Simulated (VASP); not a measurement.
# Si3N4 in VASP: notebook

Runs on Si3N4. Level: PBE. Tasks: single point, relaxation of the atoms.

Everything below comes from runs of VASP 6.6.1. Logs are shortened: lines on timing, memory, paths and dates and some standing lists are left out, and cuts for length are marked.

### Step 1. The cell of the first run

The structure is cubic, space group I-43d (No. 220). Conventional cell: a = 6.602 Å, b = 6.602 Å, c = 6.602 Å, α = 90.00°, β = 90.00°, γ = 90.00°. Si (site symmetry -4) has 4 N at 1.79 Å within 2.4 Å. Within 2.4 Å of N (site symmetry 3) lie 3 Si at 1.79 Å.

### Step 2. Single point, PBE (10.28 Å³/atom)

Contents of INCAR:

```
PREC     = Accurate       # precision mode
ENCUT    = 520            # plane-wave cutoff, eV
EDIFF    = 1E-6           # SCF threshold, eV
ISMEAR   = -1             # smearing method
SIGMA    = 0.02           # smearing width, eV
LREAL    = False          # projectors in reciprocal space
LASPH    = True           # aspherical terms in the spheres
NELM     = 100            # most SCF steps
ALGO     = Normal         # electronic algorithm
ISIF     = 2              # what is computed and relaxed
LWAVE    = False          # write WAVECAR
LCHARG   = False          # write CHGCAR
GGA      = PE             # functional
NBANDS   = 45             # bands
```

Contents of KPOINTS:

```
Automatic mesh
0
Gamma
  6 6 6
```

Contents of POSCAR:

```
Si3N4
1.0
   -3.3008435707      3.3008435707      3.3008435707
    3.3008435707     -3.3008435707      3.3008435707
    3.3008435707      3.3008435707     -3.3008435707
Si N
6 8
Direct
    0.2500000000      0.1250000000      0.8750000000
    0.8750000000      0.2500000000      0.1250000000
    0.7500000000      0.3750000000      0.6250000000
    0.6250000000      0.7500000000      0.3750000000
    0.1250000000      0.8750000000      0.2500000000
    0.3750000000      0.6250000000      0.7500000000
    0.5661512922      0.5661512922      0.5661512922
    0.4338487078      0.5000000000      0.0000000000
    0.5000000000      0.0000000000      0.9338487078
    0.0000000000      0.4338487078      0.5000000000
    0.9338487078      0.5000000000      0.0000000000
    0.0661512922      0.0661512922      0.0661512922
    0.0000000000      0.9338487078      0.5000000000
    0.5000000000      0.0000000000      0.4338487078
```

Potentials or basis: VASP PAW PBE potentials, release 64 (Si, N).

Launch:

```console
$ cat potpaw_PBE.64/Si/POTCAR potpaw_PBE.64/N/POTCAR > POTCAR
$ mpirun -np 1 vasp_std > vasp.out
```

OUTCAR:

```text
PREC = Accurate
   ENCUT = 520
   EDIFF = 1E-6
   ISMEAR = -1
   LREAL = False
   LASPH = True
   NELM = 100
   ISIF = 2
   GGA = PE

 ion  position               nearest neighbor table
   1  0.250  0.125  0.875-  12 1.79   9 1.79   8 1.79  13 1.79   6 3.09   2 3.09   4 3.09   2 3.09
                             5 3.09   5 3.09   6 3.09   4 3.09
   2  0.875  0.250  0.125-  12 1.79  11 1.79   9 1.79  10 1.79   3 3.09   3 3.09   6 3.09   5 3.09
                             5 3.09   6 3.09   1 3.09   1 3.09
   3  0.750  0.375  0.625-   7 1.79  10 1.79  11 1.79  14 1.79   2 3.09   2 3.09   5 3.09   4 3.09
                             6 3.09   5 3.09   4 3.09   6 3.09
   4  0.625  0.750  0.375-   7 1.79   8 1.79  13 1.79  14 1.79   6 3.09   1 3.09   3 3.09   3 3.09
                             5 3.09   6 3.09   1 3.09   5 3.09
   5  0.125  0.875  0.250-  12 1.79  11 1.79  13 1.79  14 1.79   3 3.09   1 3.09   1 3.09   2 3.09
                             4 3.09   2 3.09   3 3.09   4 3.09
   6  0.375  0.625  0.750-   7 1.79   8 1.79   9 1.79  10 1.79   2 3.09   4 3.09   1 3.09   3 3.09
                             4 3.09   1 3.09   3 3.09   2 3.09
   7  0.566  0.566  0.566-   3 1.79   4 1.79   6 1.79
   8  0.434  0.500  0.000-   1 1.79   4 1.79   6 1.79
   9  0.500  0.000  0.934-   1 1.79   2 1.79   6 1.79
  10  0.000  0.434  0.500-   3 1.79   2 1.79   6 1.79
  11  0.934  0.500  0.000-   2 1.79   3 1.79   5 1.79
  12  0.066  0.066  0.066-   2 1.79   1 1.79   5 1.79
  13  0.000  0.934  0.500-   1 1.79   4 1.79   5 1.79
  14  0.500  0.000  0.434-   3 1.79   4 1.79   5 1.79

  LATTYP: Found a body centered cubic cell.
 ALAT       =     6.6016871414

  Lattice vectors:

 A1 = (  -3.3008435707,   3.3008435707,   3.3008435707)
 A2 = (   3.3008435707,  -3.3008435707,   3.3008435707)
 A3 = (   3.3008435707,   3.3008435707,  -3.3008435707)

Analysis of symmetry for initial positions (statically):
=====================================================================
 Subroutine PRICEL returns:
 Original cell was already a primitive cell.

 Routine SETGRP: Setting up the symmetry group for a
 body centered cubic supercell.

 Subroutine GETGRP returns: Found 24 space group operations
 (whereof  3 operations were pure point group operations)
 out of a pool of 48 trial point group operations.

The static configuration has the point symmetry C_3 .
 The point group associated with its full space group is T_d .

Analysis of symmetry for dynamics (positions and initial velocities):
=====================================================================
 Subroutine PRICEL returns:
 Original cell was already a primitive cell.

[... 141 lines left out ...]
   IMIX   =      4    mixing-type and parameters
     AMIX     =   0.40;   BMIX     =  1.00
     AMIX_MAG =   1.60;   BMIX_MAG =  1.00
  volume/ion in A,a.u.               =      10.28        69.34
  Fermi-wavevector in a.u.,A,eV,Ry     =   1.249750  2.361685 21.250607  1.561876
  Thomas-Fermi vector in A             =   2.383776
   LORBIT       =      0    0 simple, 1 ext, 2 COOP (PROOUT), +10 PAW based schemes
   GGA     = PE    functional components
   LHFCALC =     F    Hartree Fock is set to
   AEXX    =    0.0000 exact exchange contribution
   IVDW    =     0    specifies the selected vdW correction
   LEPSILON=     F    determine dielectric tensor
   LRPA    =     F    only Hartree local field effects (RPA)
 non-spin polarized calculation
  energy-cutoff  :      520.00
  volume of cell :      143.86
 maximum number of plane-waves:      3925
 NGX is ok and might be reduce to    48
   NGX = 21   NGY = 21   NGZ = 21

 number of electron      63.9999999 magnetization

 Free energy of the ion-electron system (eV)
  ---------------------------------------------------
  ext. energy  EPLUGINS =         0.00000000
  ---------------------------------------------------
  free energy    TOTEN  =      -112.87431218 eV

  energy without entropy =     -112.87431218  energy(sigma->0) =     -112.87431218

 E-fermi :   7.5943     XC(G=0): -11.1098

 val. band max:        7.0619028232   @ k =   0.3333   0.3333   0.0000
 cond. band min:      10.8804238744   @ k =  -0.1667   0.1667   0.1667
 fundamental gap:      3.8185210512
 Fermi energy:         7.5942565550

 k-point     1 :       0.0000    0.0000    0.0000
  band No.  band energies     occupation
      1     -10.6826      2.00000
      2      -8.0198      2.00000
      3      -8.0198      2.00000
      4      -8.0198      2.00000
      5      -7.5103      2.00000
      6      -7.5103      2.00000
[... 741 lines left out ...]
     43      14.9745      0.00000
     44      14.9745      0.00000
 [bands above 44 left out]

------------------------ aborting loop because EDIFF is reached ----------------------------------------

  FORCE on cell =-STRESS in cart. coord.  units (eV):
  Direction    XX          YY          ZZ          XY          YZ          ZX
  --------------------------------------------------------------------------------------
  -------------------------------------------------------------------------------------
  Total      -10.6912346    -10.6912346    -10.6912346      0.0000000      0.0000000     -0.0000000
  in kB     -119.0703479   -119.0703479   -119.0703479      0.0000000      0.0000000     -0.0000000
  external PRESSURE =    -119.0703479 kB  Pullay stress =       0.0000000 kB

 VOLUME and BASIS-vectors are now :
 -----------------------------------------------------------------------------
  energy-cutoff  :      520.00
  volume of cell :      143.86
      direct lattice vectors                 reciprocal lattice vectors
    -3.300843571  3.300843571  3.300843571     0.000000000  0.151476430  0.151476430
     3.300843571 -3.300843571  3.300843571     0.151476430  0.000000000  0.151476430
     3.300843571  3.300843571 -3.300843571     0.151476430  0.151476430  0.000000000

 POSITION                                       TOTAL-FORCE (eV/Angst)
 -----------------------------------------------------------------------------------
      2.47563      3.30084     -1.65042        -0.000000     -0.000000      0.000000
     -1.65042      2.47563      3.30084        -0.000000     -0.000000      0.000000
      0.82521      3.30084      1.65042        -0.000000     -0.000000      0.000000
      1.65042      0.82521      3.30084        -0.000000     -0.000000      0.000000
      3.30084     -1.65042      2.47563        -0.000000     -0.000000      0.000000
      3.30084      1.65042      0.82521        -0.000000     -0.000000      0.000000
      1.86878      1.86878      1.86878         0.001658      0.001658      0.001658
      0.21836     -0.21836      3.08249         0.001658     -0.001658     -0.001658
      1.43207      4.73291     -1.43207        -0.001658     -0.001658      0.001658
      3.08249      0.21836     -0.21836        -0.001658      0.001658     -0.001658
     -1.43207      1.43207      4.73291         0.001658     -0.001658     -0.001658
      0.21836      0.21836      0.21836         0.001658      0.001658      0.001658
      4.73291     -1.43207      1.43207        -0.001658      0.001658     -0.001658
     -0.21836      3.08249      0.21836        -0.001658     -0.001658      0.001658
 -----------------------------------------------------------------------------------
    total drift:                                0.000000      0.000000      0.000000

  FREE ENERGIE OF THE ION-ELECTRON SYSTEM (eV)
  ---------------------------------------------------
  free  energy   TOTEN  =      -112.8743121836 eV

  energy  without entropy=     -112.8743121836  energy(sigma->0) =     -112.87431218
```

OSZICAR:

```text
N       E                     dE             d eps       ncg     rms          rms(c)
DAV:   1     0.252804654053E+03    0.25280E+03   -0.30903E+04  1440   0.130E+03
DAV:   2    -0.106833435982E+03   -0.35964E+03   -0.33904E+03  1836   0.269E+02
DAV:   3    -0.127905616476E+03   -0.21072E+02   -0.20913E+02  1816   0.673E+01
DAV:   4    -0.128212483958E+03   -0.30687E+00   -0.30564E+00  1832   0.862E+00
DAV:   5    -0.128218912135E+03   -0.64282E-02   -0.64179E-02  1774   0.117E+00    0.270E+01
DAV:   6    -0.112870311034E+03    0.15349E+02   -0.57922E+01  1726   0.299E+01    0.119E+01
DAV:   7    -0.112913216905E+03   -0.42906E-01   -0.27191E+00  1832   0.680E+00    0.589E+00
DAV:   8    -0.112873970694E+03    0.39246E-01   -0.13594E-01  1726   0.187E+00    0.189E+00
DAV:   9    -0.112873002315E+03    0.96838E-03   -0.29614E-02  1768   0.880E-01    0.339E-01
DAV:  10    -0.112874319182E+03   -0.13169E-02   -0.35336E-03  1726   0.246E-01    0.124E-01
DAV:  11    -0.112874307336E+03    0.11846E-04   -0.75033E-04  1704   0.124E-01    0.278E-02
DAV:  12    -0.112874309806E+03   -0.24702E-05   -0.23259E-05  1718   0.271E-02    0.981E-03
DAV:  13    -0.112874312009E+03   -0.22034E-05   -0.37361E-06  1592   0.955E-03    0.333E-03
DAV:  14    -0.112874312184E+03   -0.17450E-06   -0.26850E-07   953   0.252E-03
   1 F= -.11287431E+03 E0= -.11287431E+03  d E =-.506063E-12
```

Wall time 81 s (1 thread of Intel Xeon Platinum 8488C (Sapphire Rapids), shared host); peak memory 0.34 GiB.

What came out:

| Item | Value |
| --- | --- |
| Free energy | -112.8743 eV |
| Pressure | -11.9 GPa |
| Band gap on the k mesh | 3.82 eV (least direct gap 4.03 eV) |

Forces on the atoms (eV/Å):
```
Si   0.000  0.000  0.000
Si   0.000  0.000  0.000
Si   0.000  0.000  0.000
Si   0.000  0.000  0.000
Si   0.000  0.000  0.000
Si   0.000  0.000  0.000
N    0.002  0.002  0.002
N    0.002 -0.002 -0.002
N   -0.002 -0.002  0.002
N   -0.002  0.002 -0.002
N    0.002 -0.002 -0.002
N    0.002  0.002  0.002
N   -0.002  0.002 -0.002
N   -0.002 -0.002  0.002
```

Levels at points of the mesh, in eV from the valence-band top:
| k point | band 29 | band 30 | band 31 | band 32 | band 33 | band 34 | band 35 | band 36 |
| --- | --- | --- | --- | --- | --- | --- | --- | --- |
| (0.00, 0.00, 0.00) | -0.16 | -0.16 | -0.16 | -0.07 | 3.96 | 4.31 | 4.31 | 4.31 |
| (0.50, 0.00, 0.00) | -1.21 | -1.21 | -0.02 | -0.02 | 4.77 | 4.77 | 5.44 | 5.44 |
| (0.50, 0.50, 0.50) | -1.77 | -1.77 | -1.13 | -1.13 | 5.19 | 5.19 | 5.19 | 5.19 |

Caveat: the cell stands under tension. A k mesh can miss the band edges.

### Step 3. Relaxation of the atoms, PBE (9.50 Å³/atom)

This run uses another cell than the first one, of 9.50 Å³/atom.

Contents of INCAR:

```
  PREC = Accurate
  ENCUT = 520
  EDIFF = 1E-6
  ISMEAR = -1
  SIGMA = 0.02
  LREAL = False
  LASPH = True
  NELM = 100
  ALGO = Normal
  ISIF = 2
  LWAVE = False
  LCHARG = False
  GGA = PE
  IBRION = 2
  NSW = 80
  EDIFFG = -0.02
```

Contents of KPOINTS:

```
regular mesh
0
Gamma
  6 6 6
```

Contents of POSCAR:

```
Si3N4
1.0
   -3.2156221641      3.2156221641      3.2156221641
    3.2156221641     -3.2156221641      3.2156221641
    3.2156221641      3.2156221641     -3.2156221641
Si N
6 8
Direct
    0.2500000000      0.1250000000      0.8750000000
    0.8750000000      0.2500000000      0.1250000000
    0.7500000000      0.3750000000      0.6250000000
    0.6250000000      0.7500000000      0.3750000000
    0.1250000000      0.8750000000      0.2500000000
    0.3750000000      0.6250000000      0.7500000000
    0.5628000000      0.5628000000      0.5628000000
    0.4372000000      0.5000000000      0.0000000000
    0.5000000000      0.0000000000      0.9372000000
    0.0000000000      0.4372000000      0.5000000000
    0.9372000000      0.5000000000      0.0000000000
    0.0628000000      0.0628000000      0.0628000000
    0.0000000000      0.9372000000      0.5000000000
    0.5000000000      0.0000000000      0.4372000000
```

Potentials or basis: VASP PAW PBE potentials, release 64 (Si, N).

Launch:

```console
$ cat potpaw_PBE.64/Si/POTCAR potpaw_PBE.64/N/POTCAR > POTCAR
$ mpirun -np 1 vasp_std > vasp.out
```

Wall time 3.4 min (1 thread of Intel Xeon Platinum 8259CL at 2.50GHz (Skylake/Cascade Lake), shared host); peak memory 0.28 GiB.

Results (log left out):

```yaml
Free_energy: -113.0728 eV
Energy_gained_by_relaxing: 0.2 meV/atom
Ionic_steps: 3
Pressure_after_relaxing: 7.0 GPa
Band_gap_on_the_k_mesh: 4.15 eV (least direct gap 4.31 eV)
```

The path:
```csv
step,energy change (eV),largest force (eV/Å),pressure (GPa)
1,0.0000,0.0663,7.30
2,-0.0015,0.0487,7.21
3,-0.0032,0.0003,6.99
```

Final structure:
```yaml
crystal:
  lattice:
    - [-3.21562, 3.21562, 3.21562]
    - [3.21562, -3.21562, 3.21562]
    - [3.21562, 3.21562, -3.21562]
  atoms:
    - { symbol: Si, position: [0.25000, 0.12500, 0.87500] }
    - { symbol: Si, position: [0.87500, 0.25000, 0.12500] }
    - { symbol: Si, position: [0.75000, 0.37500, 0.62500] }
    - { symbol: Si, position: [0.62500, 0.75000, 0.37500] }
    - { symbol: Si, position: [0.12500, 0.87500, 0.25000] }
    - { symbol: Si, position: [0.37500, 0.62500, 0.75000] }
    - { symbol: N, position: [0.56064, 0.56064, 0.56064] }
    - { symbol: N, position: [0.43936, 0.50000, 0.00000] }
    - { symbol: N, position: [0.50000, 0.00000, 0.93936] }
    - { symbol: N, position: [0.00000, 0.43936, 0.50000] }
    - { symbol: N, position: [0.93936, 0.50000, 0.00000] }
    - { symbol: N, position: [0.06064, 0.06064, 0.06064] }
    - { symbol: N, position: [0.00000, 0.93936, 0.50000] }
    - { symbol: N, position: [0.50000, 0.00000, 0.43936] }
```

Levels at points of the mesh, in eV from the valence-band top:
```csv
k point,band 30,band 31,band 32,band 33,band 34,band 35
"(0.00, 0.00, 0.00)",-0.16,-0.16,-0.05,4.61,4.61,4.79
"(0.50, 0.00, 0.00)",-1.30,-0.01,-0.01,5.05,5.05,6.10
"(0.50, 0.50, 0.50)",-1.96,-1.22,-1.22,5.50,5.50,5.50
```

A k mesh can miss the band edges.

### Step 4. Single point, PBE (z stretched by -3 %, then relaxed in part)

Contents of INCAR:

```
PREC = Accurate
ENCUT = 520
EDIFF = 1E-6
ISMEAR = -1
SIGMA = 0.02
LREAL = F
LASPH = T
NELM = 60
ALGO = Normal
ISIF = 2
LWAVE = F
LCHARG = F
GGA = PE
NBANDS = 45
```

KPOINTS is that of step 3.

Contents of POSCAR:

```
Si3N4
1.0
   -3.2373500000      3.2373500000      3.1402295000
    3.2373500000     -3.2373500000      3.1402295000
    3.2373500000      3.2373500000     -3.1402295000
Si N
6 8
Direct
    0.2500000000      0.1236527737      0.8736527737
    0.8763472263      0.2500000000      0.1263472263
    0.7500000000      0.3763472263      0.6263472263
    0.6236527737      0.7500000000      0.3736527737
    0.1250000000      0.8750000000      0.2500000000
    0.3750000000      0.6250000000      0.7500000000
    0.5594769241      0.5576430264      0.5603056367
    0.4423569736      0.5026626102      0.0018338976
    0.4973373898     -0.0008287126      0.9396943633
    0.0008287126      0.4405230759      0.4981661024
    0.9405230759      0.5008287126     -0.0018338976
    0.0576430264      0.0594769241      0.0603056367
    0.0026626102      0.9423569736      0.5018338976
    0.4991712874     -0.0026626102      0.4396943633
```

Potentials or basis: VASP PAW PBE potentials, release 64 (Si, N).

Launch:

```console
$ cat potpaw_PBE.64/Si/POTCAR potpaw_PBE.64/N/POTCAR > POTCAR
$ mpirun -np 1 vasp_std > vasp.out
```

OUTCAR:

```text
PREC = Accurate
   ENCUT = 520
   EDIFF = 1E-6
   ISMEAR = -1
   LREAL = F
   LASPH = T
   NELM = 60
   ISIF = 2
   GGA = PE

 ion  position               nearest neighbor table
   1  0.250  0.124  0.874-   8 1.74  12 1.74   9 1.74  13 1.74   6 2.97   5 2.97   2 3.01   4 3.01
                             2 3.01   4 3.01   5 3.01   6 3.01
   2  0.876  0.250  0.126-   9 1.74  11 1.74  12 1.74  10 1.74   5 2.97   6 2.97   3 3.01   3 3.01
                             1 3.01   1 3.01   5 3.01   6 3.01
[... 1378 lines left out ...]
  energy-cutoff  :      520.00
  volume of cell :      131.64
      direct lattice vectors                 reciprocal lattice vectors
    -3.237350000  3.237350000  3.140229500     0.000000000  0.154447310  0.159224031
     3.237350000 -3.237350000  3.140229500     0.154447310  0.000000000  0.159224031
     3.237350000  3.237350000 -3.140229500     0.154447310  0.154447310  0.000000000

 POSITION                                       TOTAL-FORCE (eV/Angst)
 -----------------------------------------------------------------------------------
      2.41929      3.23735     -1.57011        -0.002013      0.000000     -0.000000
     -1.61868      2.43674      3.14023        -0.000000      0.002013     -0.000000
      0.81806      3.23735      1.57011         0.002013      0.000000     -0.000000
      1.61868      0.80061      3.14023        -0.000000     -0.002013     -0.000000
      3.23735     -1.61868      2.35517        -0.000000      0.000000     -0.000000
      3.23735      1.61868      0.78506        -0.000000      0.000000     -0.000000
      1.80797      1.81984      1.74852         0.012666     -0.007475      0.009533
      0.20117     -0.18929      2.96182        -0.007475     -0.012666     -0.009533
      4.66673      1.41751      1.74852        -0.012666      0.007475      0.009533
      3.03618      0.18929     -0.17841         0.007475      0.012666     -0.009533
      1.80797      4.65486      1.39170         0.012666      0.007475     -0.009533
      0.20117      0.18929      0.17841        -0.007475      0.012666      0.009533
      4.66673     -1.41751      1.39170        -0.012666     -0.007475     -0.009533
      3.03618     -0.18929      3.31864         0.007475     -0.012666      0.009533
 -----------------------------------------------------------------------------------
    total drift:                               -0.000000     -0.000000     -0.000001

  FREE ENERGIE OF THE ION-ELECTRON SYSTEM (eV)
  ---------------------------------------------------
  free  energy   TOTEN  =      -112.9574165663 eV

  energy  without entropy=     -112.9574165663  energy(sigma->0) =     -112.95741657
```

stdout:

```text
POSCAR found type information on POSCAR SiN
 POSCAR found :  2 types and      14 ions
 scaLAPACK will be used
 LDA part: xc-table for (Slater+PW92), standard interpolation
 POSCAR, INCAR and KPOINTS ok, starting setup
 FFT: planning ... GRIDC
 FFT: planning ... GRID_SOFT
 FFT: planning ... GRID
 WAVECAR not read
 entering main loop
```

Run time: 2.6 min. Hardware: 1 thread of Intel Xeon Platinum 8488C (Sapphire Rapids), shared host; peak memory 0.32 GiB.

Results:

| Quantity | Value |
| --- | --- |
| Free energy | -112.9574 eV |
| Pressure | 9.7 GPa |
| Largest force | 0.018 eV/Å |
| Band gap on the k mesh | 4.07 eV (least direct gap 4.27 eV) |

Forces on the atoms (eV/Å):
```
Si  -0.002  0.000  0.000
Si   0.000  0.002  0.000
Si   0.002  0.000  0.000
Si   0.000 -0.002  0.000
Si   0.000  0.000  0.000
Si   0.000  0.000  0.000
N    0.013 -0.007  0.010
N   -0.007 -0.013 -0.010
N   -0.013  0.007  0.010
N    0.007  0.013 -0.010
N    0.013  0.007 -0.010
N   -0.007  0.013  0.010
N   -0.013 -0.007 -0.010
N    0.007 -0.013  0.010
```

Levels at points of the mesh, in eV from the valence-band top:
```csv
k point,band 29,band 30,band 31,band 32,band 33,band 34,band 35,band 36
"(0.00, 0.00, 0.00)",-0.17,-0.17,-0.12,-0.05,4.50,4.68,4.80,4.86
"(0.50, 0.00, 0.00)",-1.33,-1.31,-0.02,-0.01,5.02,5.15,6.07,6.13
"(0.50, 0.50, 0.00)",-1.27,-1.27,-0.01,-0.01,5.12,5.12,6.29,6.29
"(0.50, 0.50, 0.50)",-1.88,-1.88,-1.21,-1.21,5.45,5.45,5.56,5.56
```

Caveat: the cell differs from its parent crystal (z stretched by -3 %, then relaxed in part); the stress differs along the axes, from 8 to 13 GPa.

(Part 1 of 2 ends here.)
